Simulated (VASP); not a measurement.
Wanted: the native input for a VASP 6.6.1 run.

| Quantity | Value |
| --- | --- |
| Task | single point |
| Functional | LDA |
| Potentials or basis | VASP PAW LDA potentials, release 64 (B, P) |
| Cutoff | 520 eV |
| k mesh | 10 × 10 × 10 |
| Occupations | gaussian, width 0.01 eV |
| Spin | no spin polarisation |
| Dipole correction | no |
| Further INCAR settings | ALGO = Normal; EDIFF = 1e-06; NBANDS = 11 |

The structure of BP lies in POSCAR:

```
BP
1.0
    0.0000000000      2.2452319364      2.2452319364
    2.2452319364      0.0000000000      2.2452319364
    2.2452319364      2.2452319364      0.0000000000
B P
1 1
Direct
    0.0000000000      0.0000000000      0.0000000000
    0.7500000000      0.7500000000      0.7500000000
```

These files were run (other wordings do the same):

INCAR

```
ALGO = Normal
EDIFF = 1E-6
ENCUT = 520
ISIF = 2
ISMEAR = 0
LASPH = True
LCHARG = True
LELF = True
LREAL = False
LVHAR = True
LWAVE = False
NBANDS = 11
NELM = 60
PREC = Accurate
SIGMA = 0.01
```

KPOINTS

```
k-points
0
Gamma
  10 10 10
```

Potentials or basis: VASP PAW LDA potentials, release 64 (B, P).

Launch:

```console
$ cat potpaw_LDA.64/B/POTCAR potpaw_LDA.64/P/POTCAR > POTCAR
$ mpirun -np 1 vasp_std > vasp.out
```

Results of the run:

```yaml
Pressure: -0.1 GPa
Band_gap_on_the_k_mesh: 1.15 eV, indirect (least direct gap 3.43 eV)
```

Wall time 3.1 s on 1 thread of Intel(R) Xeon(R) 6975P-C (Granite Rapids) (shared host), peak memory 0.12 GiB.
